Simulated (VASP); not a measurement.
Rh: single point with r2SCAN

The system is Rh.

```
CELL_PARAMETERS angstrom
2.48735 0.00000 0.00000
-1.24368 2.15411 0.00000
0.00000 0.00000 4.69651
ATOMIC_POSITIONS crystal
Rh 0.66667 0.33333 0.75000
Rh 0.33333 0.66667 0.25000
```

This cell differs from its parent crystal: strain -0.080 along x and y, +0.080 along z.

```
Program                : VASP 6.6.1
Task                   : single point
Functional             : r2SCAN
Potentials or basis    : VASP PAW PBE potentials, release 64 (Rh_pv)
Cutoff                 : 520 eV
k mesh                 : 24 × 24 × 14
Occupations            : gaussian, width 0.15 eV
Spin                   : no spin polarisation
Dipole correction      : no
Further INCAR settings : ALGO = Normal; EDIFF = 1e-07; NBANDS = 22
```

```yaml
Pressure: 43.4 GPa
Band_gap_on_the_k_mesh: zero (bands 15 and 16 overlap by 3.32 eV)
```

Stress tensor (GPa, compression positive):
```
66.80  0.00  0.00
 0.00 66.80  0.00
 0.00  0.00 -3.27
```

Levels at points of the mesh, in eV from the Fermi level:
```csv
k point,band 12,band 13,band 14,band 15,band 16,band 17,band 18,band 19
"(0.00, 0.00, 0.00)",-3.21,-3.21,-0.94,-0.94,-0.61,0.43,0.43,7.74
"(0.50, 0.00, 0.00)",-2.60,-1.68,0.36,1.57,1.71,4.04,6.50,10.73
"(0.00, 0.00, 0.50)",-3.47,-3.47,-3.47,-0.13,-0.13,-0.13,-0.13,13.68
"(0.50, 0.00, 0.50)",-1.30,-0.24,-0.24,1.65,1.65,3.39,3.39,11.46
```

Run time: 6.5 min on 1 thread of Oxide Virtual Turin-like Processor, with other jobs on the host, peak memory 0.27 GiB.

Caveat: the cell differs from its parent crystal (strain -0.080 along x and y, +0.080 along z); the stress differs along the axes, from -3 to 67 GPa; the PAW data sets were made with another functional, which shifts forces and pressure a little.
